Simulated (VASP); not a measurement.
Wanted: the native input for a VASP 6.6.1 run.

```yaml
Task: relaxation of cell and atoms
Functional: PBEsol
Potentials_or_basis: VASP PAW PBE potentials, release 64 (O)
Cutoff: 600 eV
k_mesh: 6 × 6 × 6
Occupations: fermi-dirac, width 0.05 eV
Spin: no spin polarisation
Dipole_correction: no
Further_INCAR_settings: ALGO = Normal; EDIFF = 1e-07; IBRION = 2; EDIFFG = -0.005; NSW = 80; ISIF = 3
```

The structure of O lies in POSCAR:

```
O
1.0
    3.0700550000      0.0000000000      0.0000000000
    1.5350275000      2.6587456210      0.0000000000
    1.5350275000      0.8862485403      2.5066894108
O
2
Direct
    0.2500000000      0.2500000000      0.2500000000
    0.0000000000      0.0000000000      0.0000000000
```

One way to write it, as run:

INCAR

```
SYSTEM = O
  PREC = Accurate
  ENCUT = 600
  EDIFF = 1E-7
  ISMEAR = -1
  SIGMA = 0.05
  LREAL = .False.
  LASPH = .True.
  NELM = 100
  ALGO = Normal
  ISIF = 3
  LWAVE = .False.
  LCHARG = .False.
  GGA = PS
  IBRION = 2
  NSW = 80
  EDIFFG = -0.005
```

KPOINTS

```
regular mesh
0
Gamma
  6 6 6
  0 0 0
```

Potentials or basis: VASP PAW PBE potentials, release 64 (O).

Command:

```console
$ cat potpaw_PBE.64/O/POTCAR > POTCAR
$ mpirun -np 1 vasp_std > vasp.out
```

Results of the run:

- Relaxed volume: 10.17 Å³/atom
- Relaxed cell: a = 3.064 Å, b = 3.064 Å, c = 3.064 Å, α = 60.00°, β = 60.00°, γ = 60.00°
- Space group after relaxing (to 0.05 Å): Fd-3m (No. 227)
- Energy gained by relaxing: 0.1 meV/atom
- Ionic steps: 3
- Pressure after relaxing: 0.0 GPa
- Band gap on the k mesh: zero (band 6 reaches 1.32 eV, above the bottom of band 7 at 0.17 eV)

Caveat: the k points lie up to 0.42 Å⁻¹ apart in the final cell; the PAW data sets were made with another functional, which shifts forces and pressure a little.

Run time: 10 s on 1 thread of Intel Xeon 6975P-C, with other jobs on the host, peak memory 0.14 GiB.
